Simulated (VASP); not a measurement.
Set up this calculation in VASP 6.6.1, as the native input.

```yaml
Task: single point
Functional: PBE
Potentials_or_basis: VASP PAW PBE potentials, release 64 (Zn)
Cutoff: 520 eV
k_mesh: 49 × 49 × 49
Occupations: fermi-dirac, width 0.0612256 eV
Spin: no spin polarisation
Dipole_correction: no
Further_INCAR_settings: ALGO = Normal; EDIFF = 1e-06; NBANDS = 12
```

The structure of Zn lies in POSCAR:

```
Zn
1.0
   -1.5862908941      1.5862908941      1.5862908941
    1.5862908941     -1.5862908941      1.5862908941
    1.5862908941      1.5862908941     -1.5862908941
Zn
1
Direct
    0.0000000000      0.0000000000      0.0000000000
```

One way to write it, as run:

INCAR

```
SYSTEM = Zn
ALGO = Normal ; EDIFF = 1E-6
ENCUT = 520 ; GGA = PE
ISIF = 2 ; ISMEAR = -1
LASPH = .True. ; LCHARG = .False.
LREAL = .False. ; LWAVE = .False.
NBANDS = 12 ; NELM = 80
PREC = Accurate ; SIGMA = 0.06122561905347299
```

KPOINTS

```
k-points
0
Gamma
  49 49 49
  0 0 0
```

Potentials or basis: VASP PAW PBE potentials, release 64 (Zn).

Run with:

```console
$ cat potpaw_PBE.64/Zn/POTCAR > POTCAR
$ mpirun -np 1 vasp_std > vasp.out
```

Results of the run:

```yaml
Pressure: -1.9 GPa
Band_gap_on_the_k_mesh: zero (band 6 reaches 6.89 eV, above the bottom of band 7 at 1.81 eV)
```

It took 9 min on 1 thread of Oxide Virtual Turin-like Processor, on a shared host, peak memory 0.56 GiB.
